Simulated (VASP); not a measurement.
Ir:

```xyz
1
Lattice="0.0000 1.9156 1.9156 1.9156 0.0000 1.9156 1.9156 1.9156 0.0000" Properties=species:S:1:pos:R:3 pbc="T T T"
Ir    0.0000    0.0000    0.0000
```

* Program: VASP 6.6.1
* Task: relaxation of cell and atoms
* Functional: r2SCAN
* Potentials or basis: VASP PAW PBE potentials, release 64 (Ir)
* Cutoff: 600 eV
* k mesh: 12 × 12 × 12
* Occupations: fermi-dirac, width 0.05 eV
* Spin: no spin polarisation

At the start: pressure 6.2 GPa; volume 14.06 Å³/atom.

**Question.** Where does the relaxation end?

**Answer.** Over 4 steps the energy falls by 4.2 meV/atom and the volume is 14.28 Å³/atom (+1.6 %); space group Fm-3m (No. 225, to 0.05 Å).

Step by step:
```
step  energy change (eV)  largest force (eV/Å)  pressure (GPa)  volume (Å³)
   1              0.0000                0.0000            6.19        14.06
   2              0.0567                0.0000          -20.00        15.19
   3             -0.0042                0.0000           -0.15        14.29
   4             -0.0042                0.0000            0.01        14.28
```

Final structure:
```cif
data_structure
_symmetry_space_group_name_H-M 'P 1'
_symmetry_Int_Tables_number 1
_cell_length_a 2.7232
_cell_length_b 2.7232
_cell_length_c 2.7232
_cell_angle_alpha 60.000
_cell_angle_beta 60.000
_cell_angle_gamma 60.000
_cell_volume 14.28
loop_
_atom_site_label
_atom_site_type_symbol
_atom_site_fract_x
_atom_site_fract_y
_atom_site_fract_z
_atom_site_occupancy
Ir1 Ir 0.00000 0.00000 0.00000 1
```

Caveat: the PAW data sets were made with another functional, which shifts forces and pressure a little.
